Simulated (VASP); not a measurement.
Write the native input for VASP 6.6.1 that does the following.

```yaml
Task: single point
Functional: PBE
Potentials_or_basis: VASP PAW PBE potentials, release 64 (Ir)
Cutoff: 520 eV
k_mesh: 18 × 18 × 10
Occupations: gaussian, width 0.05 eV
Spin: non-collinear spin, zero start, spin-orbit coupling
Starting_moments: "[[0.0, 0.0, 0.0], [0.0, 0.0, 0.0]] μB"
Dipole_correction: no
Further_INCAR_settings: ALGO = Normal; EDIFF = 1e-06; NBANDS = 30
```

The structure of Ir lies in POSCAR:

```
Ir
1.0
    2.7493756555      0.0000000000      0.0000000000
   -1.3746878277      2.3810291622      0.0000000000
    0.0000000000      0.0000000000      4.4612316955
Ir
2
Direct
    0.3333333333      0.6666666667      0.7500000000
    0.6666666667      0.3333333333      0.2500000000
```

The input as run:

INCAR

```
SYSTEM = Ir
PREC = Accurate ; ENCUT = 520
EDIFF = 1E-6 ; ISMEAR = 0
SIGMA = 0.05 ; LREAL = .False.
LASPH = .True. ; NELM = 150
ALGO = Normal ; ISIF = 2
LWAVE = .False. ; LCHARG = .False.
MAGMOM = 0 0 0 0 0 0 ; LORBIT = 11
LSORBIT = .True. ; GGA_COMPAT = .False.
LORBMOM = .True. ; LMAXMIX = 4
GGA = PE ; NBANDS = 30
```

KPOINTS

```
regular mesh
0
Gamma
  18 18 10
  0 0 0
```

Potentials or basis: VASP PAW PBE potentials, release 64 (Ir).

Run with:

```sh
$ cat potpaw_PBE.64/Ir/POTCAR > POTCAR
$ mpirun -np 1 vasp_ncl > vasp.out
```

Results of the run:

```json
{
  "Pressure": "0.6 GPa",
  "Net moment": "0.00 μB per cell",
  "Valence electrons inside the program's atomic spheres": "Ir 8.30"
}
```

It took 2.3 min on 1 thread of Intel(R) Xeon(R) 6975P-C (Granite Rapids), on a shared host, peak memory 0.39 GiB.
